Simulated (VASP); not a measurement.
# BaTiO3 (P1) in VASP: single point with PBE

Aim: the single point of BaTiO3 with PBE.

All numbers are computed with VASP 6.6.1; they aren't measurements. Logs are shortened: lines on timing, memory, paths and dates and some standing lists are left out, and cuts for length are marked.

**1. The cell of the first run**

The typed cell holds 5 atoms: a = 3.984 Å, b = 4.059 Å, c = 3.978 Å, α = 89.82°, β = 90.00°, γ = 88.39°.

**2. Single point, PBE (equal xy, yz and zx shear strains of +2 %)**

Input file INCAR:

```
SYSTEM = BaTiO3
  PREC = Accurate
  ENCUT = 520
  EDIFF = 1E-6
  ISMEAR = -1
  SIGMA = 0.05
  LREAL = .False.
  LASPH = .True.
  NELM = 100
  ALGO = Normal
  ISIF = 2
  LWAVE = .False.
  LCHARG = .True.
  GGA = PE
  LELF = .True.
  LVHAR = .True.
  NBANDS = 28
```

Input file KPOINTS:

```
regular mesh
0
Gamma
  8 8 8
  0 0 0
```

Input file POSCAR:

```
BaTiO3
1.0
    3.9841000000      0.0398410000      0.0398410000
    0.0568285000      2.8655080000      2.8741705000
    0.0000875000     -2.8085920000      2.8174295000
Ba Ti O
1 1 3
Direct
    0.0000000000      0.0000000000      0.0000000000
    0.5000000000      0.5079000000      0.5079000000
    0.0000000000      0.4921000000      0.4921000000
    0.5000000000      0.5025100000      0.9937100000
    0.5000000000      0.9937100000      0.5025100000
```

Potentials or basis: VASP PAW PBE potentials, release 64 (Ba_sv, Ti_sv, O).

On the command line:

```sh
$ cat potpaw_PBE.64/Ba_sv/POTCAR potpaw_PBE.64/Ti_sv/POTCAR potpaw_PBE.64/O/POTCAR > POTCAR
$ mpirun -np 1 vasp_std > vasp.out
```

OUTCAR:

```text
SYSTEM = BaTiO3
   PREC = Accurate
   ENCUT = 520
   EDIFF = 1E-6
   ISMEAR = -1
   LREAL = .False.
   LASPH = .True.
   NELM = 100
   ISIF = 2
   GGA = PE

 ion  position               nearest neighbor table
   1  0.000  0.000  0.000-   4 2.80   3 2.80   5 2.81   5 2.81   4 2.81   5 2.82   5 2.82   3 2.84
                             3 2.84   4 2.88   3 2.89   4 2.89   2 3.40   2 3.43   2 3.43   2 3.47
   2  0.500  0.508  0.508-   4 1.93   5 1.97   3 1.99   3 2.00   4 2.05   5 2.09   1 3.40   1 3.43
                             1 3.43   1 3.47   1 3.48   1 3.50   1 3.50   1 3.54
   3  0.000  0.492  0.492-   2 1.99   2 2.00   1 2.80   1 2.84   1 2.84   1 2.89
   4  0.500  0.503  0.994-   2 1.93   2 2.05   1 2.80   1 2.81   1 2.88   1 2.89
   5  0.500  0.994  0.503-   2 1.97   2 2.09   1 2.81   1 2.81   1 2.82   1 2.82

  LATTYP: Found a triclinic cell.
 ALAT       =     5.7672887023
 B/A-ratio  =     0.6908789547
 C/A-ratio  =     0.6897873625
 COS(alpha) =     0.0000442052
 COS(beta)  =     0.0021982569
 COS(gamma) =     0.7106826909

  Lattice vectors:

 A1 = (  -4.0409285000,  -2.9053490000,  -2.9140115000)
 A2 = (  -3.9841000000,  -0.0398410000,  -0.0398410000)
 A3 = (  -0.0000875000,   2.8085920000,  -2.8174295000)

Analysis of symmetry for initial positions (statically):
=====================================================================
 Subroutine PRICEL returns:
 Original cell was already a primitive cell.

 Routine SETGRP: Setting up the symmetry group for a
 triclinic supercell.

 Subroutine GETGRP returns: Found  1 space group operations
 (whereof  1 operations were pure point group operations)
 out of a pool of  2 trial point group operations.

The static configuration has the point symmetry C_1 .

Analysis of symmetry for dynamics (positions and initial velocities):
=====================================================================
 Subroutine PRICEL returns:
 Original cell was already a primitive cell.

 Routine SETGRP: Setting up the symmetry group for a
 triclinic supercell.

 Subroutine GETGRP returns: Found  1 space group operations
 (whereof  1 operations were pure point group operations)
 out of a pool of  2 trial point group operations.

The dynamic configuration has the point symmetry C_1 .

 Subroutine INISYM returns: Found  1 space group operations
 (whereof  1 operations are pure point group operations),
 and found     1 'primitive' translations

----------------------------------------------------------------------------------------

                                     Primitive cell

  volume of cell :      64.3135

  direct lattice vectors                    reciprocal lattice vectors
     3.984100000  0.039841000  0.039841000     0.251047428 -0.002485618 -0.002485618
     0.056828500  2.865508000  2.874170500    -0.003485214  0.174534385  0.173987027
     0.000087500 -2.808592000  2.817429500     0.000005366 -0.178014233  0.177477608

  length of vectors
     3.984498390  4.058968051  3.978202863     0.251072037  0.246466801  0.251370978

  position of ions in fractional coordinates (direct lattice)
     0.000000000  0.000000000  0.000000000
     0.500000000  0.507900000  0.507900000
     0.000000000  0.492100000  0.492100000
     0.500000000  0.502510000  0.993710000
     0.500000000  0.993710000  0.502510000

  ion indices of the primitive-cell ions
   primitive index   ion index
                 1           1
                 2           2
                 3           3
                 4           4
                 5           5

----------------------------------------------------------------------------------------

 KPOINTS: regular mesh

Automatic generation of k-mesh.
 Grid dimensions read from file:
 generate k-points for:    8    8    8

 Generating k-lattice:

  Cartesian coordinates                     Fractional coordinates (reciprocal lattice)
     0.031380929 -0.000310702 -0.000310702     0.125000000  0.000000000  0.000000000
    -0.000435652  0.021816798  0.021748378    -0.000000000  0.125000000  0.000000000
     0.000000671 -0.022251779  0.022184701     0.000000000  0.000000000  0.125000000

  Length of vectors
     0.031384005  0.030808350  0.031421372

  Shift w.r.t. Gamma in fractional coordinates (k-lattice)
     0.000000000  0.000000000  0.000000000

 Subroutine IBZKPT returns following result:
 ===========================================

 Found    260 irreducible k-points:

 Following reciprocal coordinates:
            Coordinates               Weight
  0.000000  0.000000  0.000000      1.000000
  0.125000  0.000000 -0.000000      2.000000
  0.250000  0.000000 -0.000000      2.000000
  0.375000  0.000000 -0.000000      2.000000
  0.500000  0.000000 -0.000000      1.000000
  0.000000  0.125000  0.000000      2.000000
[... 16 lines left out ...]
  0.125000  0.375000  0.000000      2.000000
  0.250000  0.375000  0.000000      2.000000
 [... further k-points ...]
   k-points           NKPTS =    260   k-points in BZ     NKDIM =    260   number of bands    NBANDS=     28
   number of dos      NEDOS =    301   number of ions     NIONS =      5
   total plane-waves  NPLWV =  27000
   dimension x,y,z NGX =    30 NGY =   30 NGZ =   30
   dimension x,y,z NGXF=    60 NGYF=   60 NGZF=   60
   ions per type =               1   1   3
   NGX,Y,Z   is equivalent  to a cutoff of  12.52, 12.29, 12.54 a.u.
   NGXF,Y,Z  is equivalent  to a cutoff of  25.03, 24.57, 25.07 a.u.
 SYSTEM =  BaTiO3
   PREC   = accura    normal or accurate (medium, high low for compatibility)
   ISTART =      0    job   : 0-new  1-cont  2-samecut
   ICHARG =      2    charge: 1-file 2-atom 10-const
   ISPIN  =      1    spin polarized calculation?
   LNONCOLLINEAR =      F non collinear calculations
   LSORBIT =      F    spin-orbit coupling
   LASPH  =      T    aspherical Exc in radial PAW
   ENCUT  =  520.0 eV  38.22 Ry    6.18 a.u.   7.41  7.55  7.40*2*pi/ulx,y,z
   NELM   =    100;   NELMIN=  2; NELMDL= -5     # of ELM steps
   EDIFF  = 0.1E-05   stopping-criterion for ELM
   LREAL  =      F    real-space projection
   EDIFFG = 0.1E-04   stopping-criterion for IOM
   NSW    =      0    number of steps for IOM
   IBRION =     -1    ionic relax: 0-MD 1-quasi-New 2-CG
   NFREE  =      0    steps in history (QN), initial steepest desc. (CG)
   ISIF   =      2    stress and relaxation
   ISYM   =      2    0-nonsym 1-usesym 2-fastsym
   POTIM  = 0.5000    time-step for ionic-motion
   TEBEG  =    0.0;   TEEND  =   0.0 temperature during run
   PSTRESS=    0.0 pullay stress
   NELECT =      40.0000    total number of electrons
   NUPDOWN=      -1.0000    fix difference up-down
   EMIN   =  10.00;   EMAX   =-10.00  energy-range for DOS
   EFERMI =   0.00;   METHOD = LEGACY
   ISMEAR =    -1;   SIGMA  =   0.05  broadening in eV -4-tet -1-fermi 0-gaus
   EFERMI_NEDOS =   21; number of points for ismear=-14 and -15
   IALGO  =     38    algorithm
   IMIX   =      4    mixing-type and parameters
     AMIX     =   0.40;   BMIX     =  1.00
     AMIX_MAG =   1.60;   BMIX_MAG =  1.00
  volume/ion in A,a.u.               =      12.86        86.80
  Fermi-wavevector in a.u.,A,eV,Ry     =   1.397422  2.640744 26.569281  1.952787
  Thomas-Fermi vector in A             =   2.520679
   LORBIT       =      0    0 simple, 1 ext, 2 COOP (PROOUT), +10 PAW based schemes
   GGA     = PE    functional components
   LHFCALC =     F    Hartree Fock is set to
   AEXX    =    0.0000 exact exchange contribution
   IVDW    =     0    specifies the selected vdW correction
   LEPSILON=     F    determine dielectric tensor
   LRPA    =     F    only Hartree local field effects (RPA)
 non-spin polarized calculation
  energy-cutoff  :      520.00
  volume of cell :       64.31
 maximum number of plane-waves:      1760
 NGX is ok and might be reduce to    30
   NGX = 15   NGY = 15   NGZ = 15

 number of electron      39.9999993 magnetization

 Free energy of the ion-electron system (eV)
  ---------------------------------------------------
  ext. energy  EPLUGINS =         0.00000000
  ---------------------------------------------------
  free energy    TOTEN  =       -39.94672385 eV

  energy without entropy =      -39.94672385  energy(sigma->0) =      -39.94672385

 E-fermi :   4.7349     XC(G=0): -11.2415

 val. band max:        3.8431911052   @ k =   0.5000   0.5000   0.5000
 cond. band min:       5.5771567158   @ k =   0.0000   0.0000   0.0000
 fundamental gap:      1.7339656106
 Fermi energy:         4.7348921890

 k-point     1 :       0.0000    0.0000    0.0000
  band No.  band energies     occupation
      1     -52.8003      2.00000
      2     -29.0252      2.00000
      3     -29.0220      2.00000
      4     -28.9999      2.00000
      5     -21.0158      2.00000
      6     -13.0847      2.00000
[... 20 lines left out ...]
     27       8.9586      0.00000
     28      11.1398      0.00000

 k-point     2 :       0.1250    0.0000   -0.0000
  band No.  band energies     occupation
      1     -52.8002      2.00000
      2     -29.0292      2.00000
      3     -29.0218      2.00000
      4     -29.0036      2.00000
      5     -20.9982      2.00000
      6     -13.0872      2.00000
[... 20 lines left out ...]
     27       9.2618      0.00000
     28      11.5163      0.00000

 k-point     3 :       0.2500    0.0000   -0.0000
  band No.  band energies     occupation
      1     -52.7998      2.00000
      2     -29.0436      2.00000
      3     -29.0212      2.00000
      4     -29.0078      2.00000
      5     -20.9553      2.00000
      6     -13.1425      2.00000
[... 20 lines left out ...]
     27      10.0273      0.00000
     28      12.1497      0.00000

 k-point     4 :       0.3750    0.0000   -0.0000
  band No.  band energies     occupation
      1     -52.7994      2.00000
      2     -29.0611      2.00000
      3     -29.0205      2.00000
      4     -29.0089      2.00000
      5     -20.9116      2.00000
      6     -13.2434      2.00000
[... 578 lines left out ...]
     27      10.8862      0.00000
     28      12.1093      0.00000

 k-point    23 :       0.1250    0.3750    0.0000
  band No.  band energies     occupation
      1     -52.7995      2.00000
      2     -29.0545      2.00000
      3     -29.0205      2.00000
      4     -29.0140      2.00000
      5     -20.9123      2.00000
      6     -13.2261      2.00000
[... 20 lines left out ...]
     27      11.1581      0.00000
     28      12.3606      0.00000

 k-point    24 :       0.2500    0.3750    0.0000
  band No.  band energies     occupation
      1     -52.7991      2.00000
      2     -29.0562      2.00000
      3     -29.0302      2.00000
      4     -29.0197      2.00000
      5     -20.8821      2.00000
      6     -13.0664      2.00000
[... 20 lines left out ...]
     27      11.9774      0.00000
     28      12.3389      0.00000

 [... further k-points ...]

------------------------ aborting loop because EDIFF is reached ----------------------------------------

  FORCE on cell =-STRESS in cart. coord.  units (eV):
  Direction    XX          YY          ZZ          XY          YZ          ZX
  --------------------------------------------------------------------------------------
  -------------------------------------------------------------------------------------
  Total        1.8123044      1.5585262      1.2705014     -0.9872553     -0.7625434     -0.9874202
  in kB       45.1481105     38.8259895     31.6507200    -24.5944943    -18.9964748    -24.5986024
  external PRESSURE =      38.5416067 kB  Pullay stress =       0.0000000 kB

 VOLUME and BASIS-vectors are now :
 -----------------------------------------------------------------------------
  energy-cutoff  :      520.00
  volume of cell :       64.31
      direct lattice vectors                 reciprocal lattice vectors
     3.984100000  0.039841000  0.039841000     0.251047428 -0.002485618 -0.002485618
     0.056828500  2.865508000  2.874170500    -0.003485214  0.174534385  0.173987027
     0.000087500 -2.808592000  2.817429500     0.000005366 -0.178014233  0.177477608

 POSITION                                       TOTAL-FORCE (eV/Angst)
 -----------------------------------------------------------------------------------
      0.00000      0.00000      0.00000        -0.015345      0.001824      0.087953
      2.02096      0.04883      2.91068         0.029812      0.072958      0.175026
      0.02801      0.02801      2.80084         0.003362      0.004942      0.096813
      2.02069     -1.33106      4.26393        -0.004669     -0.044302     -0.143906
      2.04857      1.45606      4.29180        -0.013161     -0.035422     -0.215885
 -----------------------------------------------------------------------------------
    total drift:                                0.000115     -0.000333      0.000165

  FREE ENERGIE OF THE ION-ELECTRON SYSTEM (eV)
  ---------------------------------------------------
  free  energy   TOTEN  =       -39.9467238540 eV

  energy  without entropy=      -39.9467238527  energy(sigma->0) =      -39.94672385
```

Run time: 10 min. Hardware: 1 thread of Intel Xeon 8259CL, shared host; peak memory 0.53 GiB.

Results:

```yaml
Free_energy: -39.9467 eV
Pressure: 3.9 GPa
Largest_force: 0.219 eV/Å
Band_gap_on_the_k_mesh: 1.73 eV (least direct gap 1.90 eV)
```

Forces in eV/Å, atoms in the order of the input:
```
Ba  -0.015  0.002  0.088
Ti   0.030  0.073  0.175
O    0.003  0.005  0.097
O   -0.005 -0.044 -0.144
O   -0.013 -0.035 -0.216
```

Levels at points of the mesh, in eV from the valence-band top:
```
           k point  band 17  band 18  band 19  band 20  band 21  band 22  band 23  band 24
(0.00, 0.00, 0.00)    -1.09    -0.33    -0.22    -0.17     1.73     1.79     1.88     3.85
(0.50, 0.00, 0.00)    -1.87    -1.82    -0.82    -0.77     1.94     3.48     3.52     3.89
(0.00, 0.50, 0.00)    -1.74    -1.67    -0.78    -0.75     1.96     3.37     3.38     4.00
(0.50, 0.50, 0.00)    -1.76    -1.03    -0.94    -0.14     3.38     3.53     3.84     4.79
(0.00, 0.00, 0.50)    -1.95    -1.80    -0.91    -0.65     1.95     3.52     3.57     3.88
(0.50, 0.00, 0.50)    -1.74    -0.82    -0.81    -0.09     3.50     3.54     3.95     4.60
(0.00, 0.50, 0.50)    -1.73    -0.95    -0.93    -0.16     3.38     3.56     3.87     4.79
(0.50, 0.50, 0.50)    -2.36    -0.07    -0.04     0.00     4.09     4.11     4.20     6.57
```

Caveat: the cell differs from its parent crystal (equal xy, yz and zx shear strains of +2 %); the cell stands under pressure; spin-orbit coupling is left out, which moves the levels of the heavy elements. A k mesh can miss the band edges.
